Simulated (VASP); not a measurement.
C, 10 atoms in the cell. The typed cell holds 10 atoms: a = 3.650 Å, b = 2.465 Å, c = 10.658 Å, α = 97.75°, β = 85.61°, γ = 90.00°.  This cell differs from its parent crystal: the part above a cut slid along it.

```yaml
Program: VASP 6.6.1
Task: single point
Functional: PBE
Dispersion: D3(BJ)
Potentials_or_basis: VASP PAW PBE potentials, release 64 (C)
Cutoff: 520 eV
k_mesh: 7 × 11 × 3
Occupations: gaussian, width 0.05 eV
Spin: no spin polarisation
Dipole_correction: no
Further_INCAR_settings: ALGO = Normal; EDIFF = 1e-06; NBANDS = 31
```

Potentials or basis: VASP PAW PBE potentials, release 64 (C).

Command:

```bash
$ cat potpaw_PBE.64/C/POTCAR > POTCAR
$ mpirun -np 1 vasp_std > vasp.out
```

Hardware: 1 thread of Intel Xeon 8259CL (shared host).

Q: Estimate the wall time of this run.

A: It took 6.8 min on 1 thread of Intel Xeon 8259CL (shared host), peak memory 0.34 GiB. Counts: scf iterations 14, k points 116.
